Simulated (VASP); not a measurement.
# C in VASP: further runs

C is run at these levels: PBE; tasks: relaxation of cell and atoms, single point.

Program: VASP 6.6.1. These are calculated values, not measurements. Logs are shortened: lines on timing, memory, paths and dates and some standing lists are left out, and cuts for length are marked.

**1. The cell of the first run**

Symmetry: P6_3/mmc, No. 194, hexagonal system. Conventional cell: a = 1.715 Å, b = 1.715 Å, c = 8.244 Å, α = 90.00°, β = 90.00°, γ = 120.00°. C (site symmetry -6m2) has 6 C at 1.72 Å within 2.3 Å.

**2. Relaxation of cell and atoms, PBE**

INCAR

```
SYSTEM = C
ALGO = Normal
EDIFF = 1E-6
EDIFFG = -0.01
ENCUT = 600
GGA = PE
IBRION = 2
ISIF = 3
ISMEAR = 0
LASPH = .TRUE.
LCHARG = .FALSE.
LREAL = .FALSE.
LWAVE = .FALSE.
NELM = 100
NSW = 100
PREC = Accurate
SIGMA = 0.1
```

KPOINTS

```
k-points
0
G
  36 36 8
  0 0 0
```

POSCAR

```
C
1.0
    1.7154126962      0.0000000000      0.0000000000
   -0.8577063481      1.4855909729      0.0000000000
    0.0000000000      0.0000000000      8.2437279415
C
2
Direct
    0.3333333333      0.6666666667      0.2500000000
    0.6666666667      0.3333333333      0.7500000000
```

Potentials or basis: VASP PAW PBE potentials, release 64 (C).

Launch:

```console
cat potpaw_PBE.64/C/POTCAR > POTCAR
mpirun -np 1 vasp_std > vasp.out
```

OUTCAR:

```text
SYSTEM = C
   EDIFF = 1E-6
   EDIFFG = -0.01
   ENCUT = 600
   GGA = PE
   IBRION = 2
   ISIF = 3
   ISMEAR = 0
   LASPH = .TRUE.
   LREAL = .FALSE.
   NELM = 100
   NSW = 100
   PREC = Accurate

 ion  position               nearest neighbor table
   1  0.333  0.667  0.250-
   2  0.667  0.333  0.750-

  LATTYP: Found a hexagonal cell.
 ALAT       =     1.7154126962
 C/A-ratio  =     4.8056820145

  Lattice vectors:

 A1 = (   1.7154126962,   0.0000000000,   0.0000000000)
 A2 = (  -0.8577063481,   1.4855909729,   0.0000000000)
 A3 = (   0.0000000000,   0.0000000000,   8.2437279415)

Analysis of symmetry for initial positions (statically):
=====================================================================
 Subroutine PRICEL returns:
 Original cell was already a primitive cell.

 Routine SETGRP: Setting up the symmetry group for a
 hexagonal supercell.

 Subroutine GETGRP returns: Found 24 space group operations
 (whereof 12 operations were pure point group operations)
 out of a pool of 24 trial point group operations.

The static configuration has the point symmetry D_3d.
 The point group associated with its full space group is D_6h.

Analysis of symmetry for dynamics (positions and initial velocities):
=====================================================================
 Subroutine PRICEL returns:
 Original cell was already a primitive cell.

 Routine SETGRP: Setting up the symmetry group for a
 hexagonal supercell.

 Subroutine GETGRP returns: Found 24 space group operations
 (whereof 12 operations were pure point group operations)
 out of a pool of 24 trial point group operations.

The dynamic configuration has the point symmetry D_3d.
 The point group associated with its full space group is D_6h.

 Subroutine INISYM returns: Found 24 space group operations
 (whereof 12 operations are pure point group operations),
 and found     1 'primitive' translations

----------------------------------------------------------------------------------------

                                     Primitive cell

  volume of cell :      21.0083

  direct lattice vectors                    reciprocal lattice vectors
     1.715412696  0.000000000  0.000000000     0.582950098  0.336566396  0.000000000
    -0.857706348  1.485590973  0.000000000     0.000000000  0.673132792  0.000000000
     0.000000000  0.000000000  8.243727941     0.000000000  0.000000000  0.121304343

  length of vectors
     1.715412696  1.715412696  8.243727941     0.673132792  0.673132792  0.121304343

  position of ions in fractional coordinates (direct lattice)
     0.333333333  0.666666667  0.250000000
     0.666666667  0.333333333  0.750000000

  ion indices of the primitive-cell ions
   primitive index   ion index
                 1           1
                 2           2

----------------------------------------------------------------------------------------

 KPOINTS: k-points

Automatic generation of k-mesh.
 Grid dimensions read from file:
 generate k-points for:   36   36    8

 Generating k-lattice:

  Cartesian coordinates                     Fractional coordinates (reciprocal lattice)
     0.016193058  0.009349067  0.000000000     0.027777778  0.000000000  0.000000000
     0.000000000  0.018698133  0.000000000     0.000000000  0.027777778  0.000000000
     0.000000000  0.000000000  0.015163043     0.000000000  0.000000000  0.125000000

  Length of vectors
     0.018698133  0.018698133  0.015163043

  Shift w.r.t. Gamma in fractional coordinates (k-lattice)
     0.000000000  0.000000000  0.000000000

 Subroutine IBZKPT returns following result:
 ===========================================

 Found    635 irreducible k-points:

 Following reciprocal coordinates:
            Coordinates               Weight
  0.000000  0.000000  0.000000      1.000000
  0.027778 -0.000000  0.000000      6.000000
  0.055556 -0.000000  0.000000      6.000000
  0.083333 -0.000000  0.000000      6.000000
  0.111111 -0.000000  0.000000      6.000000
  0.138889 -0.000000  0.000000      6.000000
[... 16 lines left out ...]
  0.111111  0.027778  0.000000     12.000000
  0.138889  0.027778  0.000000     12.000000
 [... further k-points ...]
   k-points           NKPTS =    635   k-points in BZ     NKDIM =    635   number of bands    NBANDS=      8
   number of dos      NEDOS =    301   number of ions     NIONS =      2
   total plane-waves  NPLWV =  13720
   dimension x,y,z NGX =    14 NGY =   14 NGZ =   70
   dimension x,y,z NGXF=    28 NGYF=   28 NGZF=  140
   ions per type =               2
   NGX,Y,Z   is equivalent  to a cutoff of  13.57, 13.57, 14.12 a.u.
   NGXF,Y,Z  is equivalent  to a cutoff of  27.14, 27.14, 28.23 a.u.
 SYSTEM =  C
   PREC   = accura    normal or accurate (medium, high low for compatibility)
   ISTART =      0    job   : 0-new  1-cont  2-samecut
   ICHARG =      2    charge: 1-file 2-atom 10-const
   ISPIN  =      1    spin polarized calculation?
   LNONCOLLINEAR =      F non collinear calculations
   LSORBIT =      F    spin-orbit coupling
   LASPH  =      T    aspherical Exc in radial PAW
   ENCUT  =  600.0 eV  44.10 Ry    6.64 a.u.   3.43  3.43 16.46*2*pi/ulx,y,z
   NELM   =    100;   NELMIN=  2; NELMDL= -5     # of ELM steps
   EDIFF  = 0.1E-05   stopping-criterion for ELM
   LREAL  =      F    real-space projection
   EDIFFG = -.1E-01   stopping-criterion for IOM
   NSW    =    100    number of steps for IOM
   IBRION =      2    ionic relax: 0-MD 1-quasi-New 2-CG
   NFREE  =      1    steps in history (QN), initial steepest desc. (CG)
   ISIF   =      3    stress and relaxation
   ISYM   =      2    0-nonsym 1-usesym 2-fastsym
   POTIM  = 0.5000    time-step for ionic-motion
   TEBEG  =    0.0;   TEEND  =   0.0 temperature during run
   PSTRESS=    0.0 pullay stress
   NELECT =       8.0000    total number of electrons
   NUPDOWN=      -1.0000    fix difference up-down
   EMIN   =  10.00;   EMAX   =-10.00  energy-range for DOS
   EFERMI =   0.00;   METHOD = LEGACY
   ISMEAR =     0;   SIGMA  =   0.10  broadening in eV -4-tet -1-fermi 0-gaus
   EFERMI_NEDOS =   21; number of points for ismear=-14 and -15
   IALGO  =     38    algorithm
   IMIX   =      4    mixing-type and parameters
     AMIX     =   0.40;   BMIX     =  1.00
     AMIX_MAG =   1.60;   BMIX_MAG =  1.00
  volume/ion in A,a.u.               =      10.50        70.89
  Fermi-wavevector in a.u.,A,eV,Ry     =   1.186609  2.242366 19.157561  1.408041
  Thomas-Fermi vector in A             =   2.322778
   LORBIT       =      0    0 simple, 1 ext, 2 COOP (PROOUT), +10 PAW based schemes
   GGA     = PE    functional components
   LHFCALC =     F    Hartree Fock is set to
   AEXX    =    0.0000 exact exchange contribution
   IVDW    =     0    specifies the selected vdW correction
   LEPSILON=     F    determine dielectric tensor
   LRPA    =     F    only Hartree local field effects (RPA)
 conjugate gradient relaxation of ions
 non-spin polarized calculation
 Gauss-broadening in eV      SIGMA  =   0.10
  energy-cutoff  :      600.00
  volume of cell :       21.01
 maximum number of plane-waves:       725
 NGX is ok and might be reduce to    14
   NGX =  7   NGY =  7   NGZ = 33

--------------------------------------- Ionic step        1  -------------------------------------------

 number of electron       8.0000000 magnetization

 Free energy of the ion-electron system (eV)
  ---------------------------------------------------
  ext. energy  EPLUGINS =         0.00000000
  ---------------------------------------------------
  free energy    TOTEN  =       -10.57892128 eV

  energy without entropy =      -10.57561309  energy(sigma->0) =      -10.57726718

------------------------ aborting loop because EDIFF is reached ----------------------------------------

  FORCE on cell =-STRESS in cart. coord.  units (eV):
  Direction    XX          YY          ZZ          XY          YZ          ZX
  --------------------------------------------------------------------------------------
  -------------------------------------------------------------------------------------
  Total        0.0495748      0.0495748     -0.0471461      0.0000000     -0.0000000      0.0000000
  in kB        3.7807648      3.7807648     -3.5955429      0.0000000     -0.0000000      0.0000000
  external PRESSURE =       1.3219955 kB  Pullay stress =       0.0000000 kB
[... 89 lines left out ...]
  FREE ENERGIE OF THE ION-ELECTRON SYSTEM (eV)
  ---------------------------------------------------
  free  energy   TOTEN  =       -10.5789889561 eV

  energy  without entropy=      -10.5756686872  energy(sigma->0) =      -10.57732882

 E-fermi :   4.3846     XC(G=0):  -9.6278

 val. band max:        4.3824731931   @ k =   0.2222   0.2222   0.1250
 cond. band min:       4.3863107914   @ k =   0.3056   0.1389   0.0000
 fundamental gap:      0.0038375982
 Fermi energy:         4.3846006182

 k-point     1 :       0.0000    0.0000    0.0000
  band No.  band energies     occupation
      1     -16.9886      2.00000
      2     -16.9304      2.00000
      3      -4.5563      2.00000
      4      -3.8465      2.00000
      5       7.1276      0.00000
      6      11.4694      0.00000
      7      15.6038      0.00000
      8      20.5619      0.00000
[... 243 lines left out ...]
 k-point    24 :       0.1389    0.0278    0.0000
  band No.  band energies     occupation
      1     -15.7702      2.00000
      2     -15.7165      2.00000
      3      -3.0863      2.00000
      4      -2.4042      2.00000
      5       8.5643      0.00000
      6      12.9242      0.00000
      7      15.2228      0.00000
      8      16.8060      0.00000

 [... further k-points ...]

 E-fermi :   4.7344     XC(G=0):  -9.8988

 val. band max:        4.7133292195   @ k =   0.2222   0.2222   0.2500
 cond. band min:       4.7369769572   @ k =   0.3056   0.1389   0.0000
 fundamental gap:      0.0236477378
 Fermi energy:         4.7344073893

 k-point     1 :       0.0000    0.0000    0.0000
  band No.  band energies     occupation
      1     -16.6773      2.00000
      2     -16.5937      2.00000
      3      -4.3209      2.00000
      4      -3.4179      2.00000
      5       7.5697      0.00000
      6      12.3913      0.00000
      7      16.9995      0.00000
      8      20.9284      0.00000
[... 243 lines left out ...]
 k-point    24 :       0.1389    0.0278    0.0000
  band No.  band energies     occupation
      1     -15.4572      2.00000
      2     -15.3798      2.00000
      3      -2.8469      2.00000
      4      -1.9773      2.00000
      5       8.9882      0.00000
      6      13.8231      0.00000
      7      15.9152      0.00000
      8      17.2103      0.00000

 [... further k-points ...]

[... ionic steps 4 to 13 ...]

--------------------------------------- Ionic step       14  -------------------------------------------

 number of electron       8.0000000 magnetization

------------------------ aborting loop because EDIFF is reached ----------------------------------------

  FORCE on cell =-STRESS in cart. coord.  units (eV):
  Direction    XX          YY          ZZ          XY          YZ          ZX
  --------------------------------------------------------------------------------------
  -------------------------------------------------------------------------------------
  Total        0.0549015      0.0549015     -0.0069755     -0.0000000      0.0000000      0.0000000
  in kB        4.6995448      4.6995448     -0.5971004     -0.0000000      0.0000000      0.0000000
  external PRESSURE =       2.9339964 kB  Pullay stress =       0.0000000 kB
[... 57 lines left out ...]
  energy  without entropy=      -10.5800866841  energy(sigma->0) =      -10.58150078

--------------------------------------- Ionic step       16  -------------------------------------------

 number of electron       8.0000000 magnetization

 Free energy of the ion-electron system (eV)
  ---------------------------------------------------
  ext. energy  EPLUGINS =         0.00000000
  ---------------------------------------------------
  free energy    TOTEN  =       -10.58292348 eV

  energy without entropy =      -10.58008760  energy(sigma->0) =      -10.58150554

 E-fermi :   5.1472     XC(G=0): -10.2375

 val. band max:        5.1466678657   @ k =   0.3056   0.1389   0.0000
 cond. band min:       5.1487376628   @ k =   0.3056   0.1389   0.1250
 fundamental gap:      0.0020697971
 Fermi energy:         5.1471660460

 k-point     1 :       0.0000    0.0000    0.0000
  band No.  band energies     occupation
      1     -16.2612      2.00000
      2     -16.1321      2.00000
      3      -4.0307      2.00000
      4      -2.8248      2.00000
      5       8.1657      0.00000
      6      13.6593      0.00000
      7      18.9244      0.00000
      8      21.2967      0.00000
[... 243 lines left out ...]
 k-point    24 :       0.1389    0.0278    0.0000
  band No.  band energies     occupation
      1     -15.0412      2.00000
      2     -14.9210      2.00000
      3      -2.5561      2.00000
      4      -1.3924      2.00000
      5       9.5524      0.00000
      6      15.0507      0.00000
      7      16.6205      0.00000
      8      17.6440      0.00000

 [... further k-points ...]

------------------------ aborting loop because EDIFF is reached ----------------------------------------

  FORCE on cell =-STRESS in cart. coord.  units (eV):
  Direction    XX          YY          ZZ          XY          YZ          ZX
  --------------------------------------------------------------------------------------
  -------------------------------------------------------------------------------------
  Total       -0.0097808     -0.0097808      0.0003927     -0.0000000     -0.0000000      0.0000000
  in kB       -0.8396081     -0.8396081      0.0337066     -0.0000000     -0.0000000      0.0000000
  external PRESSURE =      -0.5485032 kB  Pullay stress =       0.0000000 kB
[... 17 lines left out ...]
  FREE ENERGIE OF THE ION-ELECTRON SYSTEM (eV)
  ---------------------------------------------------
  free  energy   TOTEN  =       -10.5829234809 eV

  energy  without entropy=      -10.5800875984  energy(sigma->0) =      -10.58150554

 reached required accuracy - stopping structural energy minimisation
```

It took 5.4 min on 1 thread of Intel Xeon 6975P-C (Granite Rapids), shared host; peak memory 0.22 GiB.

Results:

| Property | Result |
| --- | --- |
| Free energy | -10.5829 eV |
| Relaxed volume | 9.33 Å³/atom |
| Relaxed cell | a = 1.717 Å, b = 1.717 Å, c = 7.312 Å, α = 90.00°, β = 90.00°, γ = 120.00° |
| Space group after relaxing (to 0.1 Å) | P6_3/mmc (No. 194) |
| Energy gained by relaxing | 2.0 meV/atom |
| Ionic steps | 16 |
| Pressure after relaxing | -0.1 GPa |
| Band gap on the k mesh | zero (bands 4 and 5 overlap by 1.61 eV) |

Stress tensor (GPa, compression positive):
```
-0.08  0.00  0.00
 0.00 -0.08  0.00
 0.00  0.00  0.00
```

Step by step:
```
step  energy change (eV)  largest force (eV/Å)  pressure (GPa)  volume (Å³)
   1              0.0000                0.0000            0.13        21.01
   2             -0.0001                0.0000           -0.32        21.03
   3             -0.0001                0.0000           -0.23        21.03
   4             -0.0001                0.0000           -0.23        21.00
   5             -0.0003                0.0000           -0.20        20.90
   6             -0.0008                0.0000           -0.15        20.71
   7             -0.0016                0.0000           -0.04        20.32
   8             -0.0031                0.0000            0.24        19.54
   9             -0.0031                0.0000            0.84        17.99
  10             -0.0038                0.0000            0.43        18.92
  11             -0.0037                0.0000            0.66        18.34
  12             -0.0039                0.0000            0.59        18.58
  13             -0.0039                0.0000            0.52        18.75
  14             -0.0040                0.0000            0.29        18.72
  15             -0.0040                0.0000           -0.16        18.65
  16             -0.0040                0.0000           -0.05        18.66
```

Final structure:
```cif
data_structure
_symmetry_space_group_name_H-M 'P 1'
_symmetry_Int_Tables_number 1
_cell_length_a 1.7169
_cell_length_b 1.7169
_cell_length_c 7.3115
_cell_angle_alpha 90.000
_cell_angle_beta 90.000
_cell_angle_gamma 120.000
_cell_volume 18.66
loop_
_atom_site_label
_atom_site_type_symbol
_atom_site_fract_x
_atom_site_fract_y
_atom_site_fract_z
_atom_site_occupancy
C1 C 0.33333 0.66667 0.25000 1
C2 C 0.66667 0.33333 0.75000 1
```

Caveat: this functional lacks dispersion, which binds the layers, so the pressure and a relaxed spacing across them are unreliable.

(Continued in part 2 of 2.)
